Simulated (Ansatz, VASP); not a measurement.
# Zn: VASP beside Ansatz

The input INCAR:

```
ALGO = Normal
EDIFF = 1E-6
ENCUT = 520
GGA = PE
ISIF = 2
ISMEAR = -1
LASPH = True
LCHARG = True
LELF = True
LREAL = False
LVHAR = True
LWAVE = False
NBANDS = 25
NELM = 100
PREC = Accurate
SIGMA = 0.1
```

File KPOINTS:

```
k-points
0
Gamma
  11 11 15
```

The input POSCAR:

```
Zn
1.0
    4.6565086307      0.0000000000      0.0000000000
   -2.3282543154      4.0326547671      0.0000000000
    0.0000000000      0.0000000000      2.7898984100
Zn
3
Direct
    0.0000000000      1.0000000000      0.0000000000
    0.3333333333      0.6666666667      0.5000000000
    0.6666666667      0.3333333333      0.5000000000
```

Input for Ansatz:

```yaml
crystal:
  lattice:
    - [4.6565086307, 0.0, 0.0]
    - [-2.3282543154, 4.0326547671, 0.0]
    - [0.0, 0.0, 2.78989841]
  atoms:
    - { symbol: Zn, position: [0.0, 1.0, 0.0] }
    - { symbol: Zn, position: [0.3333333333, 0.6666666667, 0.5] }
    - { symbol: Zn, position: [0.6666666667, 0.3333333333, 0.5] }
hamiltonian:
  xc: pbe
  pseudopotentials:
    kind: paw
    azcp:
      Zn: "pseudopotentials/Zn.paw.azcp"
basis:
  ecutwfc: 420
  fft_grid_basis: typed
kpoints:
  mp_grid: { grid: [11, 11, 15], shift: [0, 0, 0] }
magnetization:
  spin_polarized: false
scf:
  occupations: { method: fermi_dirac, width: 0.1 }
output:
  stress: true
```

Alike in both runs: task single point; functional PBE; k mesh 11 × 11 × 15; occupations fermi-dirac, width 0.1 eV; no spin polarisation.

|  | VASP | Ansatz |
| --- | --- | --- |
| version | VASP 6.6.1 | Ansatz 0.2.0 |
| potentials or method | VASP PAW PBE potentials, release 64 (Zn), cutoff 520 eV | plane waves (420 eV) with PAW, scalar-relativistic |
| valence electrons in the cell | 36 | 36 |

Ansatz gave:

| Item | Value |
| --- | --- |
| pressure (GPa) | -5.2 |
| traceless stress, the component that is largest in VASP (GPa) | -0.31 |

Problem. What did VASP give for the same quantities?

Solution. Pressure (GPa): -5.0; traceless stress, the component that is largest in VASP (GPa): -0.30.

The functional is the same, so the differences come from potentials, cutoffs and numerics.
